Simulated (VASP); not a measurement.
Wanted: the native input for a VASP 6.6.1 run.

| Property | Result |
| --- | --- |
| Task | relaxation of cell and atoms |
| Functional | PBE |
| Potentials or basis | VASP PAW PBE potentials, release 64 (Cd, Se, S) |
| Cutoff | 600 eV |
| k mesh | 3 × 3 × 3 |
| Occupations | gaussian, width 0.15 eV |
| Spin | no spin polarisation |
| Dipole correction | no |
| Further INCAR settings | ALGO = Normal; EDIFF = 1e-06; IBRION = 2; EDIFFG = -0.08; NSW = 36; ISIF = 3 |

The structure of Cd4SeS3 lies in POSCAR:

```
Cd4SeS3
1.0
   -2.9400000000      2.9400000000      5.8800000000
    2.9400000000     -2.9400000000      5.8800000000
    2.9400000000      2.9400000000     -5.8800000000
Cd Se S
4 1 3
Direct
    0.6250000000      0.6250000000      0.5000000000
    0.1250000000      0.1250000000      0.5000000000
    0.3750000000      0.8750000000      0.0000000000
    0.8750000000      0.3750000000      0.0000000000
    0.0000000000      0.0000000000      0.0000000000
    0.2500000000      0.7500000000      0.5000000000
    0.7500000000      0.2500000000      0.5000000000
    0.5000000000      0.5000000000      0.0000000000
```

One way to write it, as run:

INCAR

```
SYSTEM = Cd4SeS3
PREC = Accurate
ENCUT = 600
EDIFF = 1E-6
ISMEAR = 0
SIGMA = 0.15
LREAL = .FALSE.
LASPH = .TRUE.
NELM = 60
ALGO = Normal
ISIF = 3
LWAVE = .FALSE.
LCHARG = .FALSE.
GGA = PE
IBRION = 2
NSW = 36
EDIFFG = -0.08
```

KPOINTS

```
Automatic mesh
0
G
  3 3 3
  0 0 0
```

Potentials or basis: VASP PAW PBE potentials, release 64 (Cd, Se, S).

Command:

```sh
$ cat potpaw_PBE.64/Cd/POTCAR potpaw_PBE.64/Se/POTCAR potpaw_PBE.64/S/POTCAR > POTCAR
$ mpirun -np 1 vasp_std > vasp.out
```

Results of the run:

| Quantity | Value |
| --- | --- |
| Relaxed volume | 26.96 Å³/atom |
| Relaxed cell | a = 7.345 Å, b = 7.345 Å, c = 7.345 Å, α = 131.80°, β = 131.80°, γ = 70.54° |
| Space group after relaxing (to 0.05 Å) | I-42m (No. 121) |
| Energy gained by relaxing | 28.5 meV/atom |
| Ionic steps | 5 |
| Pressure after relaxing | 0.1 GPa |
| Largest force after relaxing | 0.027 eV/Å |
| Band gap on the k mesh | 0.88 eV, direct |

Caveat: the k points lie up to 0.49 Å⁻¹ apart in the final cell; the relaxation stopped at a loose force limit of 0.08 eV/Å, so its end isn't a converged minimum.

Run time: 3.1 min on 1 thread of Intel(R) Xeon(R) 6975P-C (Granite Rapids) (shared host), peak memory 0.55 GiB.
